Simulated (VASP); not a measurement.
# Cd (P6_3/mmc) in VASP: single point with r2SCAN

Aim: the single point of Cd with r2SCAN.

Program: VASP 6.6.1. These are calculated values, not measurements. Logs are shortened: lines on timing, memory, paths and dates and some standing lists are left out, and cuts for length are marked.

### Step 1. The cell of the first run

It takes space group P6_3/mmc (No. 194, hexagonal). Conventional cell: a = 2.979 Å, b = 2.979 Å, c = 5.618 Å, α = 90.00°, β = 90.00°, γ = 120.00°. Within 3.9 Å of Cd (site symmetry -6m2) lie 12 Cd at 2.98 to 3.29 Å.

### Step 2. Single point, r2SCAN

POSCAR

```
Cd
1.0
    2.9788700000      0.0000000000      0.0000000000
   -1.4894350000      2.5797770000      0.0000000000
    0.0000000000      0.0000000000      5.6176500000
Cd
2
Direct
    0.3333333333      0.6666666667      0.2500000000
    0.6666666667      0.3333333333      0.7500000000
```

INCAR.step1

```
SYSTEM = Cd
PREC = Accurate
ENCUT = 520
ISMEAR = 0
SIGMA = 0.1
LREAL = .FALSE.
LASPH = .TRUE.
NELM = 80
NBANDS = 19
GGA = PE
ALGO = Normal
EDIFF = 1E-4
LWAVE = .TRUE.
LCHARG = .FALSE.
```

INCAR.step2

```
SYSTEM = Cd
PREC = Accurate
ENCUT = 520
EDIFF = 1E-7
ISMEAR = 0
SIGMA = 0.1
LREAL = .FALSE.
LASPH = .TRUE.
NELM = 80
ALGO = Normal
ISIF = 2
LWAVE = .FALSE.
LCHARG = .TRUE.
METAGGA = R2SCAN
LMIXTAU = .TRUE.
LELF = .TRUE.
LVHAR = .TRUE.
NBANDS = 19
ISTART = 1
```

KPOINTS

```
regular mesh
0
G
  17 17 8
  0 0 0
```

Potentials or basis: VASP PAW PBE potentials, release 64 (Cd).

Started as:

```bash
$ cat potpaw_PBE.64/Cd/POTCAR > POTCAR
$ cp INCAR.step1 INCAR
$ mpirun -np 1 vasp_std > vasp.out
$ cp INCAR.step2 INCAR
$ mpirun -np 1 vasp_std > vasp.out
```

OUTCAR:

```text
SYSTEM = Cd
   PREC = Accurate
   ENCUT = 520
   EDIFF = 1E-7
   ISMEAR = 0
   LREAL = .FALSE.
   LASPH = .TRUE.
   NELM = 80
   ISIF = 2
   METAGGA = R2SCAN
   ISTART = 1

 ion  position               nearest neighbor table
   1  0.333  0.667  0.250-   2 3.29   2 3.29   2 3.29   2 3.29   2 3.29   2 3.29
   2  0.667  0.333  0.750-   1 3.29   1 3.29   1 3.29   1 3.29   1 3.29   1 3.29

  LATTYP: Found a hexagonal cell.
 ALAT       =     2.9788700000
 C/A-ratio  =     1.8858325472

  Lattice vectors:

 A1 = (   2.9788700000,   0.0000000000,   0.0000000000)
 A2 = (  -1.4894350000,   2.5797770000,   0.0000000000)
 A3 = (   0.0000000000,   0.0000000000,   5.6176500000)

Analysis of symmetry for initial positions (statically):
=====================================================================
 Subroutine PRICEL returns:
 Original cell was already a primitive cell.

 Routine SETGRP: Setting up the symmetry group for a
 hexagonal supercell.

 Subroutine GETGRP returns: Found 24 space group operations
 (whereof 12 operations were pure point group operations)
 out of a pool of 24 trial point group operations.

The static configuration has the point symmetry D_3d.
 The point group associated with its full space group is D_6h.

Analysis of symmetry for dynamics (positions and initial velocities):
=====================================================================
 Subroutine PRICEL returns:
 Original cell was already a primitive cell.

 Routine SETGRP: Setting up the symmetry group for a
 hexagonal supercell.

 Subroutine GETGRP returns: Found 24 space group operations
 (whereof 12 operations were pure point group operations)
 out of a pool of 24 trial point group operations.

The dynamic configuration has the point symmetry D_3d.
 The point group associated with its full space group is D_6h.

 Subroutine INISYM returns: Found 24 space group operations
 (whereof 12 operations are pure point group operations),
 and found     1 'primitive' translations

----------------------------------------------------------------------------------------

                                     Primitive cell

  volume of cell :      43.1706

  direct lattice vectors                    reciprocal lattice vectors
     2.978870000  0.000000000  0.000000000     0.335697765  0.193815202  0.000000000
    -1.489435000  2.579777000  0.000000000     0.000000000  0.387630404  0.000000000
     0.000000000  0.000000000  5.617650000     0.000000000  0.000000000  0.178010378

  length of vectors
     2.978870000  2.978869918  5.617650000     0.387630393  0.387630404  0.178010378

  position of ions in fractional coordinates (direct lattice)
     0.333333333  0.666666667  0.250000000
     0.666666667  0.333333333  0.750000000

  ion indices of the primitive-cell ions
   primitive index   ion index
                 1           1
                 2           2

----------------------------------------------------------------------------------------

 KPOINTS: regular mesh

Automatic generation of k-mesh.
 Grid dimensions read from file:
 generate k-points for:   17   17    8

 Generating k-lattice:

  Cartesian coordinates                     Fractional coordinates (reciprocal lattice)
     0.019746927  0.011400894  0.000000000     0.058823529  0.000000000  0.000000000
     0.000000000  0.022801788  0.000000000     0.000000000  0.058823529  0.000000000
     0.000000000  0.000000000  0.022251297     0.000000000  0.000000000  0.125000000

  Length of vectors
     0.022801788  0.022801788  0.022251297

  Shift w.r.t. Gamma in fractional coordinates (k-lattice)
     0.000000000  0.000000000  0.000000000

 Subroutine IBZKPT returns following result:
 ===========================================

 Found    165 irreducible k-points:

 Following reciprocal coordinates:
            Coordinates               Weight
  0.000000  0.000000  0.000000      1.000000
  0.058824 -0.000000  0.000000      6.000000
  0.117647 -0.000000  0.000000      6.000000
  0.176471 -0.000000  0.000000      6.000000
  0.235294 -0.000000  0.000000      6.000000
  0.294118  0.000000  0.000000      6.000000
[... 16 lines left out ...]
  0.411765  0.117647  0.000000     12.000000
  0.176471  0.176471  0.000000      6.000000
 [... further k-points ...]
   k-points           NKPTS =    165   k-points in BZ     NKDIM =    165   number of bands    NBANDS=     19
   number of dos      NEDOS =    301   number of ions     NIONS =      2
   total plane-waves  NPLWV =  24192
   dimension x,y,z NGX =    24 NGY =   24 NGZ =   42
   dimension x,y,z NGXF=    48 NGYF=   48 NGZF=   84
   ions per type =               2
   NGX,Y,Z   is equivalent  to a cutoff of  13.39, 13.39, 12.43 a.u.
   NGXF,Y,Z  is equivalent  to a cutoff of  26.79, 26.79, 24.86 a.u.
 SYSTEM =  Cd
   PREC   = accura    normal or accurate (medium, high low for compatibility)
   ISTART =      1    job   : 0-new  1-cont  2-samecut
   ICHARG =      0    charge: 1-file 2-atom 10-const
   ISPIN  =      1    spin polarized calculation?
   LNONCOLLINEAR =      F non collinear calculations
   LSORBIT =      F    spin-orbit coupling
   LASPH  =      T    aspherical Exc in radial PAW
   ENCUT  =  520.0 eV  38.22 Ry    6.18 a.u.   5.54  5.54 10.45*2*pi/ulx,y,z
   NELM   =     80;   NELMIN=  2; NELMDL=  0     # of ELM steps
   EDIFF  = 0.1E-06   stopping-criterion for ELM
   LREAL  =      F    real-space projection
   EDIFFG = 0.1E-05   stopping-criterion for IOM
   NSW    =      0    number of steps for IOM
   IBRION =     -1    ionic relax: 0-MD 1-quasi-New 2-CG
   NFREE  =      0    steps in history (QN), initial steepest desc. (CG)
   ISIF   =      2    stress and relaxation
   ISYM   =      2    0-nonsym 1-usesym 2-fastsym
   POTIM  = 0.5000    time-step for ionic-motion
   TEBEG  =    0.0;   TEEND  =   0.0 temperature during run
   PSTRESS=    0.0 pullay stress
   NELECT =      24.0000    total number of electrons
   NUPDOWN=      -1.0000    fix difference up-down
   EMIN   =  10.00;   EMAX   =-10.00  energy-range for DOS
   EFERMI =   0.00;   METHOD = LEGACY
   ISMEAR =     0;   SIGMA  =   0.10  broadening in eV -4-tet -1-fermi 0-gaus
   EFERMI_NEDOS =   21; number of points for ismear=-14 and -15
   IALGO  =     38    algorithm
   IMIX   =      4    mixing-type and parameters
     AMIX     =   0.40;   BMIX     =  1.00
     AMIX_MAG =   1.60;   BMIX_MAG =  1.00
  volume/ion in A,a.u.               =      21.59       145.66
  Fermi-wavevector in a.u.,A,eV,Ry     =   1.346116  2.543790 24.654137  1.812028
  Thomas-Fermi vector in A             =   2.473974
   LORBIT       =      0    0 simple, 1 ext, 2 COOP (PROOUT), +10 PAW based schemes
   METAGGA = R2SCAN    functional components
   LHFCALC =     F    Hartree Fock is set to
   AEXX    =    0.0000 exact exchange contribution
   IVDW    =     0    specifies the selected vdW correction
   LEPSILON=     F    determine dielectric tensor
   LRPA    =     F    only Hartree local field effects (RPA)
 non-spin polarized calculation
 Gauss-broadening in eV      SIGMA  =   0.10
  energy-cutoff  :      520.00
  volume of cell :       43.17
 maximum number of plane-waves:      1186
 NGX is ok and might be reduce to    24
   NGX = 11   NGY = 11   NGZ = 21

 number of electron      23.9999993 magnetization

 Free energy of the ion-electron system (eV)
  ---------------------------------------------------
  ext. energy  EPLUGINS =         0.00000000
  ---------------------------------------------------
  free energy    TOTEN  =       -40.18870593 eV

  energy without entropy =      -40.18632787  energy(sigma->0) =      -40.18751690

 E-fermi :   3.0038     XC(G=0): -11.8078

 val. band max:        3.0034766554   @ k =   0.1765   0.1765   0.0000
 cond. band min:       3.0059478770   @ k =   0.3529   0.2353   0.3750
 fundamental gap:      0.0024712215
 Fermi energy:         3.0037934636

 k-point     1 :       0.0000    0.0000    0.0000
  band No.  band energies     occupation
      1      -7.4367      2.00000
      2      -7.1550      2.00000
      3      -6.7536      2.00000
      4      -6.7536      2.00000
      5      -6.7012      2.00000
      6      -6.7012      2.00000
[... 11 lines left out ...]
     18      18.6121      0.00000
     19      19.3007      0.00000

 k-point     2 :       0.0588   -0.0000    0.0000
  band No.  band energies     occupation
      1      -7.3990      2.00000
      2      -7.1194      2.00000
      3      -6.7680      2.00000
      4      -6.7205      2.00000
      5      -6.7147      2.00000
      6      -6.6692      2.00000
[... 11 lines left out ...]
     18      18.4575      0.00000
     19      19.7183      0.00000

 k-point     3 :       0.1176   -0.0000    0.0000
  band No.  band energies     occupation
      1      -7.3043      2.00000
      2      -7.0433      2.00000
      3      -6.8053      2.00000
      4      -6.7384      2.00000
      5      -6.6244      2.00000
      6      -6.5766      2.00000
[... 11 lines left out ...]
     18      18.2986      0.00000
     19      19.3689      0.00000

 k-point     4 :       0.1765   -0.0000    0.0000
  band No.  band energies     occupation
      1      -7.2302      2.00000
      2      -6.9778      2.00000
      3      -6.8636      2.00000
      4      -6.6911      2.00000
      5      -6.4930      2.00000
      6      -6.4757      2.00000
[... 407 lines left out ...]
     18      14.4229      0.00000
     19      15.2574      0.00000

 k-point    23 :       0.4118    0.1176    0.0000
  band No.  band energies     occupation
      1      -7.4222      2.00000
      2      -7.2043      2.00000
      3      -7.1576      2.00000
      4      -6.6971      2.00000
      5      -6.5653      2.00000
      6      -6.4234      2.00000
[... 11 lines left out ...]
     18      14.1932      0.00000
     19      15.1030      0.00000

 k-point    24 :       0.1765    0.1765    0.0000
  band No.  band energies     occupation
      1      -7.0456      2.00000
      2      -7.0179      2.00000
      3      -6.8305      2.00000
      4      -6.7526      2.00000
      5      -6.6376      2.00000
      6      -6.6243      2.00000
[... 11 lines left out ...]
     18      14.2646      0.00000
     19      15.0089      0.00000

 [... further k-points ...]

------------------------ aborting loop because EDIFF is reached ----------------------------------------

  FORCE on cell =-STRESS in cart. coord.  units (eV):
  Direction    XX          YY          ZZ          XY          YZ          ZX
  --------------------------------------------------------------------------------------
  -------------------------------------------------------------------------------------
  Total        0.2567163      0.2567162      0.2487991      0.0000000      0.0000000      0.0000000
  in kB        9.5274258      9.5274251      9.2335993      0.0000000      0.0000000      0.0000000
  external PRESSURE =       9.4294834 kB  Pullay stress =       0.0000000 kB

 VOLUME and BASIS-vectors are now :
 -----------------------------------------------------------------------------
  energy-cutoff  :      520.00
  volume of cell :       43.17
      direct lattice vectors                 reciprocal lattice vectors
     2.978870000  0.000000000  0.000000000     0.335697765  0.193815202  0.000000000
    -1.489435000  2.579777000  0.000000000     0.000000000  0.387630404  0.000000000
     0.000000000  0.000000000  5.617650000     0.000000000  0.000000000  0.178010378

 POSITION                                       TOTAL-FORCE (eV/Angst)
 -----------------------------------------------------------------------------------
     -0.00000      1.71985      1.40441         0.000000     -0.000000      0.000000
      1.48944      0.85993      4.21324        -0.000000      0.000000      0.000000
 -----------------------------------------------------------------------------------
    total drift:                               -0.000000      0.000000     -0.000000

  FREE ENERGIE OF THE ION-ELECTRON SYSTEM (eV)
  ---------------------------------------------------
  free  energy   TOTEN  =       -40.1887059320 eV

  energy  without entropy=      -40.1863278698  energy(sigma->0) =      -40.18751690
```

Run time: 3 min. Hardware: 1 thread of Intel Xeon 6975P-C (Granite Rapids), shared host; peak memory 0.24 GiB.

What came out:

| Quantity | Value |
| --- | --- |
| Free energy | -40.1887 eV |
| Pressure | 0.9 GPa |
| Band gap on the k mesh | zero (bands 12 and 13 overlap by 4.44 eV) |

Caveat: the PAW data sets were made with another functional, which shifts forces and pressure a little.
